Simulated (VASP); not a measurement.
Set up this calculation in VASP 6.6.1, as the native input.

- Task: single point
- Functional: HSE06
- Potentials or basis: VASP PAW PBE potentials, release 64 (Mg, Te)
- Cutoff: 520 eV
- k mesh: 4 × 3 × 1
- Occupations: fermi-dirac, width 0.05 eV
- Spin: no spin polarisation
- Dipole correction: no
- Grid for exact exchange (PRECFOCK): Fast
- Further INCAR settings: ALGO = Normal; EDIFF = 1e-06; NBANDS = 36
- Share of exact exchange: 0.25
- Screening parameter: 0.2079 1/Å

MgTe, a slab with vacuum:

```xyz
12
Lattice="3.2194 -3.2194 0.0000 0.0000 0.0000 6.4388 -17.2409 -17.2409 0.0000" Properties=species:S:1:pos:R:3 pbc="T T T"
Mg   -7.9232  -14.3520    0.1304
Mg   -1.7905   -8.2199    6.0722
Mg   -4.6570  -11.0834    0.1187
Mg   -7.7723  -10.9790    3.3372
Mg  -10.6348  -13.8473    2.8483
Mg   -4.5035   -7.7134    3.3531
Te   -6.2684  -12.6947    1.7140
Te   -9.5790  -16.0108    1.5745
Te   -3.0411   -9.4705    1.7382
Te   -6.1615   -9.3686    4.9345
Te   -9.3859  -12.5955    4.9545
Te   -2.8468   -6.0566    4.7979
```

One way to write it, as run:

POSCAR

```
MgTe
1.0
    3.2194050000     -3.2194050000      0.0000000000
    0.0000000000      0.0000000000      6.4388090000
  -17.2409000000    -17.2409000000      0.0000000000
Mg Te
6 6
Direct
    0.9984530000      0.0202580000      0.6459990000
    0.9985430000      0.9430570000      0.2903110000
    0.9980700000      0.0184410000      0.4564830000
    0.4980170000      0.5182900000      0.5438030000
    0.4989270000      0.4423650000      0.7100010000
    0.4985170000      0.5207670000      0.3542990000
    0.9980500000      0.2661920000      0.5499460000
    0.9989200000      0.2445280000      0.7421250000
    0.9985380000      0.2699500000      0.3628450000
    0.4980900000      0.7663610000      0.4503840000
    0.4984670000      0.7694680000      0.6374780000
    0.4985010000      0.7451480000      0.2582050000
```

INCAR.step1

```
SYSTEM = MgTe
  PREC = Accurate
  ENCUT = 520
  EDIFF = 1E-5
  ISMEAR = -1
  SIGMA = 0.05
  LREAL = .FALSE.
  LASPH = .TRUE.
  NELM = 120
  ALGO = Normal
  ISIF = 2
  LWAVE = .TRUE.
  LCHARG = .FALSE.
  NBANDS = 36
  GGA = PE
  GGA_COMPAT = .FALSE.
  NELMDL = -8
  KPAR = 4
```

INCAR.step2

```
SYSTEM = MgTe
  PREC = Accurate
  ENCUT = 520
  EDIFF = 1E-6
  ISMEAR = -1
  SIGMA = 0.05
  LREAL = .FALSE.
  LASPH = .TRUE.
  NELM = 120
  ALGO = Normal
  ISIF = 2
  LWAVE = .FALSE.
  LCHARG = .FALSE.
  GGA = PE
  LHFCALC = .TRUE.
  HFSCREEN = 0.2079
  PRECFOCK = Fast
  NBANDS = 36
  ISTART = 1
  GGA_COMPAT = .FALSE.
  KPAR = 4
```

KPOINTS

```
Automatic mesh
0
G
  4 3 1
  0 0 0
```

Potentials or basis: VASP PAW PBE potentials, release 64 (Mg, Te).

Run with:

```bash
$ cat potpaw_PBE.64/Mg/POTCAR potpaw_PBE.64/Te/POTCAR > POTCAR
$ cp INCAR.step1 INCAR
$ mpirun -np 4 vasp_std > vasp.out
$ cp INCAR.step2 INCAR
$ mpirun -np 4 vasp_std > vasp.out
```

It gave:

```
Largest force          : 0.055 eV/Å
Band gap on the k mesh : 3.30 eV
```

Caveat: there is no dipole correction, which matters where the two faces differ; the PAW data sets were made with another functional, which shifts forces and pressure a little; spin-orbit coupling is left out, which moves the levels of the heavy elements.

Run time: 31 min on 4 MPI ranks on Intel(R) Xeon(R) Platinum 8488C (Sapphire Rapids), with other jobs on the host, peak memory 0.95 GiB a rank.
